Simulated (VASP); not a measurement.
# Re (Fm-3m) in VASP: further runs

Runs on Re. Level: PBEsol. Tasks: single point.

Everything below comes from runs of VASP 6.6.1. Logs are shortened: lines on timing, memory, paths and dates and some standing lists are left out, and cuts for length are marked.

### Step 1. The cell of the first run

It takes space group Fm-3m (No. 225, cubic). The conventional cell has a = 3.950 Å, b = 3.950 Å, c = 3.950 Å, α = 90.00°, β = 90.00°, γ = 90.00°. Within 3.7 Å of Re (site symmetry m-3m) lie 12 Re at 2.79 Å.

### Step 2. Single point, PBEsol

INCAR

```
PREC     = Accurate       # precision mode
ENCUT    = 520            # plane-wave cutoff, eV
EDIFF    = 1E-6           # SCF threshold, eV
ISMEAR   = 0              # smearing method
SIGMA    = 0.15           # smearing width, eV
LREAL    = F              # projectors in reciprocal space
LASPH    = T              # aspherical terms in the spheres
NELM     = 80             # most SCF steps
ALGO     = Normal         # electronic algorithm
ISIF     = 2              # what is computed and relaxed
LWAVE    = F              # write WAVECAR
LCHARG   = T              # write CHGCAR
GGA      = PS             # functional
LELF     = T              # ELF
LVHAR    = T            
NBANDS   = 10             # bands
```

KPOINTS

```
regular mesh
0
Gamma
  20 20 20
```

POSCAR

```
Re
1.0
    0.0000000000      1.9750000000      1.9750000000
    1.9750000000      0.0000000000      1.9750000000
    1.9750000000      1.9750000000      0.0000000000
Re
1
Direct
    0.0000000000      0.0000000000      0.0000000000
```

Potentials or basis: VASP PAW PBE potentials, release 64 (Re).

On the command line:

```console
cat potpaw_PBE.64/Re/POTCAR > POTCAR
mpirun -np 1 vasp_std > vasp.out
```

OUTCAR:

```text
PREC = Accurate
   ENCUT = 520
   EDIFF = 1E-6
   ISMEAR = 0
   LREAL = F
   LASPH = T
   NELM = 80
   ISIF = 2
   GGA = PS

 ion  position               nearest neighbor table
   1  0.000  0.000  0.000-

  LATTYP: Found a face centered cubic cell.
 ALAT       =     3.9500000000

  Lattice vectors:

 A1 = (   0.0000000000,   1.9750000000,   1.9750000000)
 A2 = (   1.9750000000,   0.0000000000,   1.9750000000)
 A3 = (   1.9750000000,   1.9750000000,   0.0000000000)

Analysis of symmetry for initial positions (statically):
=====================================================================
 Subroutine PRICEL returns:
 Original cell was already a primitive cell.

 Routine SETGRP: Setting up the symmetry group for a
 face centered cubic supercell.

 Subroutine GETGRP returns: Found 48 space group operations
 (whereof 48 operations were pure point group operations)
 out of a pool of 48 trial point group operations.

The static configuration has the point symmetry O_h .

Analysis of symmetry for dynamics (positions and initial velocities):
=====================================================================
 Subroutine PRICEL returns:
 Original cell was already a primitive cell.

 Routine SETGRP: Setting up the symmetry group for a
 face centered cubic supercell.

 Subroutine GETGRP returns: Found 48 space group operations
 (whereof 48 operations were pure point group operations)
 out of a pool of 48 trial point group operations.

The dynamic configuration has the point symmetry O_h .

 Subroutine INISYM returns: Found 48 space group operations
 (whereof 48 operations are pure point group operations),
 and found     1 'primitive' translations

----------------------------------------------------------------------------------------

                                     Primitive cell

  volume of cell :      15.4075

  direct lattice vectors                    reciprocal lattice vectors
     0.000000000  1.975000000  1.975000000    -0.253164557  0.253164557  0.253164557
     1.975000000  0.000000000  1.975000000     0.253164557 -0.253164557  0.253164557
     1.975000000  1.975000000  0.000000000     0.253164557  0.253164557 -0.253164557

  length of vectors
     2.793071786  2.793071786  2.793071786     0.438493875  0.438493875  0.438493875

  position of ions in fractional coordinates (direct lattice)
     0.000000000  0.000000000  0.000000000

  ion indices of the primitive-cell ions
   primitive index   ion index
                 1           1

----------------------------------------------------------------------------------------

 KPOINTS: regular mesh

Automatic generation of k-mesh.
 Grid dimensions read from file:
 generate k-points for:   20   20   20

 Generating k-lattice:

  Cartesian coordinates                     Fractional coordinates (reciprocal lattice)
    -0.012658228  0.012658228  0.012658228     0.050000000  0.000000000  0.000000000
     0.012658228 -0.012658228  0.012658228     0.000000000  0.050000000  0.000000000
     0.012658228  0.012658228 -0.012658228     0.000000000  0.000000000  0.050000000

  Length of vectors
     0.021924694  0.021924694  0.021924694

  Shift w.r.t. Gamma in fractional coordinates (k-lattice)
     0.000000000  0.000000000  0.000000000

 Subroutine IBZKPT returns following result:
 ===========================================

 Found    256 irreducible k-points:

 Following reciprocal coordinates:
            Coordinates               Weight
  0.000000  0.000000  0.000000      1.000000
  0.050000  0.000000  0.000000      8.000000
  0.100000  0.000000  0.000000      8.000000
  0.150000  0.000000  0.000000      8.000000
  0.200000  0.000000  0.000000      8.000000
  0.250000  0.000000  0.000000      8.000000
[... 16 lines left out ...]
 -0.400000  0.050000  0.000000     24.000000
 -0.350000  0.050000  0.000000     24.000000
 [... further k-points ...]
   k-points           NKPTS =    256   k-points in BZ     NKDIM =    256   number of bands    NBANDS=     10
   number of dos      NEDOS =    301   number of ions     NIONS =      1
   total plane-waves  NPLWV =  13824
   dimension x,y,z NGX =    24 NGY =   24 NGZ =   24
   dimension x,y,z NGXF=    48 NGYF=   48 NGZF=   48
   ions per type =               1
   NGX,Y,Z   is equivalent  to a cutoff of  14.28, 14.28, 14.28 a.u.
   NGXF,Y,Z  is equivalent  to a cutoff of  28.57, 28.57, 28.57 a.u.
 SYSTEM =  unknown system
   PREC   = accura    normal or accurate (medium, high low for compatibility)
   ISTART =      0    job   : 0-new  1-cont  2-samecut
   ICHARG =      2    charge: 1-file 2-atom 10-const
   ISPIN  =      1    spin polarized calculation?
   LNONCOLLINEAR =      F non collinear calculations
   LSORBIT =      F    spin-orbit coupling
   LASPH  =      T    aspherical Exc in radial PAW
   ENCUT  =  520.0 eV  38.22 Ry    6.18 a.u.   5.19  5.19  5.19*2*pi/ulx,y,z
   NELM   =     80;   NELMIN=  2; NELMDL= -5     # of ELM steps
   EDIFF  = 0.1E-05   stopping-criterion for ELM
   LREAL  =      F    real-space projection
   EDIFFG = 0.1E-04   stopping-criterion for IOM
   NSW    =      0    number of steps for IOM
   IBRION =     -1    ionic relax: 0-MD 1-quasi-New 2-CG
   NFREE  =      0    steps in history (QN), initial steepest desc. (CG)
   ISIF   =      2    stress and relaxation
   ISYM   =      2    0-nonsym 1-usesym 2-fastsym
   POTIM  = 0.5000    time-step for ionic-motion
   TEBEG  =    0.0;   TEEND  =   0.0 temperature during run
   PSTRESS=    0.0 pullay stress
   NELECT =       7.0000    total number of electrons
   NUPDOWN=      -1.0000    fix difference up-down
   EMIN   =  10.00;   EMAX   =-10.00  energy-range for DOS
   EFERMI =   0.00;   METHOD = LEGACY
   ISMEAR =     0;   SIGMA  =   0.15  broadening in eV -4-tet -1-fermi 0-gaus
   EFERMI_NEDOS =   21; number of points for ismear=-14 and -15
   IALGO  =     38    algorithm
   IMIX   =      4    mixing-type and parameters
     AMIX     =   0.40;   BMIX     =  1.00
     AMIX_MAG =   1.60;   BMIX_MAG =  1.00
  volume/ion in A,a.u.               =      15.41       103.97
  Fermi-wavevector in a.u.,A,eV,Ry     =   1.258531  2.378278 21.550255  1.583899
  Thomas-Fermi vector in A             =   2.392135
   LORBIT       =      0    0 simple, 1 ext, 2 COOP (PROOUT), +10 PAW based schemes
   GGA     = PS    functional components
   LHFCALC =     F    Hartree Fock is set to
   AEXX    =    0.0000 exact exchange contribution
   IVDW    =     0    specifies the selected vdW correction
   LEPSILON=     F    determine dielectric tensor
   LRPA    =     F    only Hartree local field effects (RPA)
 non-spin polarized calculation
 Gauss-broadening in eV      SIGMA  =   0.15
  energy-cutoff  :      520.00
  volume of cell :       15.41
 maximum number of plane-waves:       428
 NGX is ok and might be reduce to    24
   NGX = 11   NGY = 11   NGZ = 11

 number of electron       7.0000000 magnetization

 Free energy of the ion-electron system (eV)
  ---------------------------------------------------
  ext. energy  EPLUGINS =         0.00000000
  ---------------------------------------------------
  free energy    TOTEN  =       -13.25788325 eV

  energy without entropy =      -13.24790994  energy(sigma->0) =      -13.25289660

 E-fermi :   7.4276     XC(G=0): -13.5695

 val. band max:        7.4183421908   @ k =   0.4000   0.3500   0.0000
 cond. band min:       7.4295829912   @ k =   0.3000   0.2000   0.0000
 fundamental gap:      0.0112408004
 Fermi energy:         7.4276069191

 k-point     1 :       0.0000    0.0000    0.0000
  band No.  band energies     occupation
      1      -2.4168      2.00000
      2       5.6241      2.00000
      3       5.6241      2.00000
      4       5.6241      2.00000
      5       8.5954      0.00000
      6       8.5954      0.00000
      7      21.3274      0.00000
      8      26.6957      0.00000
      9      26.6957      0.00000
     10      26.6957      0.00000

 k-point     2 :       0.0500    0.0000    0.0000
  band No.  band energies     occupation
      1      -2.3058      2.00000
      2       5.5488      2.00000
      3       5.6764      2.00000
      4       5.6764      2.00000
      5       8.5538      0.00000
      6       8.5538      0.00000
      7      21.5424      0.00000
      8      26.0825      0.00000
      9      26.8961      0.00000
     10      26.8961      0.00000

 k-point     3 :       0.1000    0.0000    0.0000
  band No.  band energies     occupation
      1      -1.9820      2.00000
      2       5.3481      2.00000
      3       5.8170      2.00000
      4       5.8170      2.00000
      5       8.4550      0.00000
      6       8.4550      0.00000
      7      22.1410      0.00000
      8      24.8931      0.00000
      9      27.4818      0.00000
     10      27.4818      0.00000

 k-point     4 :       0.1500    0.0000    0.0000
  band No.  band energies     occupation
      1      -1.4749      2.00000
      2       5.0905      2.00000
      3       5.9906      2.00000
      4       5.9906      2.00000
      5       8.3778      0.00000
      6       8.3778      0.00000
      7      22.8443      0.00000
      8      23.8282      0.00000
      9      28.4100      0.00000
     10      28.4100      0.00000

 k-point     5 :       0.2000    0.0000    0.0000
  band No.  band energies     occupation
      1      -0.8432      2.00000
      2       4.8734      2.00000
      3       6.0997      2.00000
      4       6.0997      2.00000
      5       8.4451      0.00000
      6       8.4451      0.00000
      7      22.2135      0.00000
      8      24.2228      0.00000
      9      29.6144      0.00000
     10      29.6145      0.00000

 k-point     6 :       0.2500    0.0000    0.0000
  band No.  band energies     occupation
      1      -0.1876      2.00000
      2       4.8200      2.00000
      3       6.0673      2.00000
      4       6.0673      2.00000
      5       8.7482      0.00000
      6       8.7482      0.00000
      7      21.1505      0.00000
      8      24.6375      0.00000
      9      30.9593      0.00000
     10      31.0487      0.00000
[... 183 lines left out ...]
 k-point    21 :       0.5000    0.0500    0.0000
  band No.  band energies     occupation
      1       0.9542      2.00000
      2       5.3083      2.00000
      3       5.5231      2.00000
      4       7.3098      1.73325
      5      10.9927      0.00000
      6      11.2174      0.00000
      7      16.6850      0.00000
      8      21.0473      0.00000
      9      26.9354      0.00000
     10      26.9961      0.00000

 k-point    22 :      -0.4500    0.0500    0.0000
  band No.  band energies     occupation
      1       0.9538      2.00000
      2       5.3356      2.00000
      3       5.5221      2.00000
      4       7.2150      1.95498
      5      10.7899      0.00000
      6      11.2956      0.00000
      7      16.8284      0.00000
      8      21.1101      0.00000
      9      26.8226      0.00000
     10      27.3152      0.00000

 k-point    23 :      -0.4000    0.0500    0.0000
  band No.  band energies     occupation
      1       0.9343      2.00000
      2       5.4387      2.00000
      3       5.5963      2.00000
      4       6.5974      2.00000
      5      10.3282      0.00000
      6      11.0371      0.00000
      7      17.6662      0.00000
      8      21.5570      0.00000
      9      27.2357      0.00000
     10      28.2707      0.00000

 k-point    24 :      -0.3500    0.0500    0.0000
  band No.  band energies     occupation
      1       0.8427      2.00000
      2       5.6021      2.00000
      3       5.7374      2.00000
      4       5.7876      2.00000
      5       9.7110      0.00000
      6      10.5503      0.00000
      7      18.7897      0.00000
      8      22.4349      0.00000
      9      28.1185      0.00000
     10      29.7052      0.00000

 [... further k-points ...]
[... 5 lines left out ...]
  --------------------------------------------------------------------------------------
  -------------------------------------------------------------------------------------
  Total       -1.8252901     -1.8252901     -1.8252901      0.0000000     -0.0000000      0.0000000
  in kB     -189.8065477   -189.8065477   -189.8065477      0.0000000     -0.0000000      0.0000000
  external PRESSURE =    -189.8065477 kB  Pullay stress =       0.0000000 kB

 VOLUME and BASIS-vectors are now :
 -----------------------------------------------------------------------------
  energy-cutoff  :      520.00
  volume of cell :       15.41
      direct lattice vectors                 reciprocal lattice vectors
     0.000000000  1.975000000  1.975000000    -0.253164557  0.253164557  0.253164557
     1.975000000  0.000000000  1.975000000     0.253164557 -0.253164557  0.253164557
     1.975000000  1.975000000  0.000000000     0.253164557  0.253164557 -0.253164557

 POSITION                                       TOTAL-FORCE (eV/Angst)
 -----------------------------------------------------------------------------------
      0.00000      0.00000      0.00000        -0.000000      0.000000      0.000000
 -----------------------------------------------------------------------------------
    total drift:                               -0.000000     -0.000000     -0.000000

  FREE ENERGIE OF THE ION-ELECTRON SYSTEM (eV)
  ---------------------------------------------------
  free  energy   TOTEN  =       -13.2578832493 eV

  energy  without entropy=      -13.2479099420  energy(sigma->0) =      -13.25289660
```

Wall time 13 s (1 thread of Intel Xeon 6975P-C (Granite Rapids), shared host); peak memory 0.17 GiB.

Results:

| Item | Value |
| --- | --- |
| Free energy | -13.2579 eV |
| Pressure | -19.0 GPa |

Caveat: the PAW data sets were made with another functional, which shifts forces and pressure a little; spin-orbit coupling is left out, which moves the levels of the heavy elements.

### Step 3. Single point, PBEsol

INCAR

```
SYSTEM = Re
ALGO = Fast
EDIFF = 1E-7
ENCUT = 520
GGA = PS
ISIF = 2
ISMEAR = 0
LASPH = .TRUE.
LCHARG = .FALSE.
LREAL = .FALSE.
LWAVE = .FALSE.
NBANDS = 10
NELM = 100
PREC = Accurate
SIGMA = 0.15
```

KPOINTS

```
k-points
0
G
  22 22 22
  0 0 0
```

POSCAR is that of step 2.

Potentials or basis: VASP PAW PBE potentials, release 64 (Re).

On the command line:

```console
cat potpaw_PBE.64/Re/POTCAR > POTCAR
mpirun -np 1 vasp_std > vasp.out
```

It took 23 s on 1 thread of Intel Xeon 6975P-C (Granite Rapids), shared host; peak memory 0.18 GiB.

Results (log left out):

```yaml
Free_energy: -13.2582 eV
Pressure: -19.0 GPa
```

Levels at points of the mesh, in eV from the Fermi level:
```csv
k point,band 1,band 2,band 3,band 4,band 5,band 6,band 7,band 8,band 9
"(0.00, 0.00, 0.00)",-9.85,-1.80,-1.80,-1.80,1.17,1.17,13.90,19.27,19.27
"(0.50, 0.00, 0.00)",-6.57,-2.00,-2.00,0.14,3.56,3.56,9.28,13.38,19.59
"(0.50, 0.50, 0.00)",-6.46,-5.61,2.60,3.50,4.25,4.25,11.90,11.90,12.17
```

Caveat: the PAW data sets were made with another functional, which shifts forces and pressure a little; spin-orbit coupling is left out, which moves the levels of the heavy elements.
